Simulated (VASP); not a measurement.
Input of a VASP 6.6.1 run:

Contents of POSCAR:

```
BAs
1.0
    2.1275493300      0.0000000000      0.0000000000
    0.0000000000      3.1740629400      0.0000000000
    0.0000000000      0.0000000000      4.9509801800
B As
1 1
Direct
    0.0000000000      0.5000000000      0.0000000000
    0.5000000000      0.5000000000      0.5000000000
```

File INCAR.step1:

```
SYSTEM = BAs
PREC     = Accurate       ! precision mode
ENCUT    = 520            ! plane-wave cutoff, eV
EDIFF    = 1E-5           ! SCF threshold, eV
ISMEAR   = -1             ! smearing method
SIGMA    = 0.05           ! smearing width, eV
LREAL    = .False.        ! projectors in reciprocal space
LASPH    = .True.         ! aspherical terms in the spheres
NELM     = 80             ! most SCF steps
ALGO     = Normal         ! electronic algorithm
ISIF     = 2              ! what is computed and relaxed
LWAVE    = .True.         ! write WAVECAR
LCHARG   = .False.        ! write CHGCAR
GGA      = PE             ! functional
NBANDS   = 11             ! bands
```

File INCAR.step2:

```
SYSTEM = BAs
PREC     = Accurate       ! precision mode
ENCUT    = 520            ! plane-wave cutoff, eV
EDIFF    = 1E-7           ! SCF threshold, eV
ISMEAR   = -1             ! smearing method
SIGMA    = 0.05           ! smearing width, eV
LREAL    = .False.        ! projectors in reciprocal space
LASPH    = .True.         ! aspherical terms in the spheres
NELM     = 80             ! most SCF steps
ALGO     = Normal         ! electronic algorithm
ISIF     = 2              ! what is computed and relaxed
LWAVE    = .False.        ! write WAVECAR
LCHARG   = .False.        ! write CHGCAR
GGA      = PS             ! functional
LHFCALC  = .True.         ! exact exchange
AEXX     = 0.25           ! exact-exchange fraction
HFSCREEN = 0.207          ! screening, 1/A
PRECFOCK = Normal       
ISTART   = 1            
NBANDS   = 11             ! bands
```

KPOINTS

```
regular mesh
0
Gamma
  6 4 3
  0 0 0
```

Potentials or basis: VASP PAW PBE potentials, release 64 (B, As).

Launch:

```console
$ cat potpaw_PBE.64/B/POTCAR potpaw_PBE.64/As/POTCAR > POTCAR
$ cp INCAR.step1 INCAR
$ mpirun -np 1 vasp_std > vasp.out
$ cp INCAR.step2 INCAR
$ mpirun -np 1 vasp_std > vasp.out
```

(1) What does it give for the band gap on the k mesh?

(2) Predict the pressure.

Answers

(1) zero (bands 4 and 5 overlap by 2.96 eV).

(2) 4.5 GPa.

Caveat: the k points lie up to 0.49 Å⁻¹ apart, too coarse for converged energies and pressures of a metal; the PAW data sets were made with another functional, which shifts forces and pressure a little.
